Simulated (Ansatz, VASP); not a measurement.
# Two plane-wave programs on C

INCAR

```
SYSTEM = C
  PREC = Accurate
  ENCUT = 600
  EDIFF = 1E-7
  ISMEAR = -1
  SIGMA = 0.1
  LREAL = .False.
  LASPH = .True.
  NELM = 100
  ALGO = Normal
  ISIF = 3
  LWAVE = .False.
  LCHARG = .False.
  GGA = PS
  IBRION = 2
  NSW = 80
  EDIFFG = -0.01
```

KPOINTS

```
Automatic mesh
0
Gamma
  10 10 3
  0 0 0
```

Contents of POSCAR:

```
C
1.0
    1.2280479700     -2.1270618200      0.0000000000
    1.2280479700      2.1270618200      0.0000000000
    0.0000000000      0.0000000000      7.1732677600
C
4
Direct
    0.0833794596      0.9166205404      0.7531375993
    0.5833794596      0.4166205404      0.2468624007
    0.9166205404      0.0833794596      0.2468624007
    0.4166205404      0.5833794596      0.7531375993
```

Input for Ansatz:

```yaml
crystal:
  lattice:
    - [1.22804797, -2.12706182, 0.0]
    - [1.22804797, 2.12706182, 0.0]
    - [0.0, 0.0, 7.17326776]
  atoms:
    - { symbol: C, position: [0.08337945955891406, 0.916620540441086, 0.7531375993135937] }
    - { symbol: C, position: [0.583379459558914, 0.416620540441086, 0.24686240068640627] }
    - { symbol: C, position: [0.916620540441086, 0.08337945955891406, 0.24686240068640627] }
    - { symbol: C, position: [0.416620540441086, 0.583379459558914, 0.7531375993135937] }
basis:
  ecutwfc: 470.0
kpoints:
  mp_grid:
    grid: [10, 10, 3]
hamiltonian:
  xc: pbesol
  dispersion: none
scf:
  occupations:
    method: fermi_dirac
    width: 0.1
relax:
  cell: {}
```

Alike in both runs: task relaxation of cell and atoms; functional PBEsol; k mesh 10 × 10 × 3; occupations fermi-dirac, width 0.1 eV; no spin polarisation.

|  | VASP | Ansatz |
| --- | --- | --- |
| version | VASP 6.6.1 | Ansatz 0.2.0 |
| potentials or method | VASP PAW PBE potentials, release 64 (C), cutoff 600 eV | plane waves, PAW |
| valence electrons in the cell | 16 | 16 |

Ansatz gave:

| Item | Value |
| --- | --- |
| relaxed volume (Å³/atom) | 9.75 |
| relaxed cell length with the largest relative difference (Å) | 7.451 |

Q: Estimate VASP's values.

A: Relaxed volume (Å³/atom): 9.40; relaxed cell length with the largest relative difference (Å): 7.175.

VASP's potentials were made for PBE, not for PBEsol.
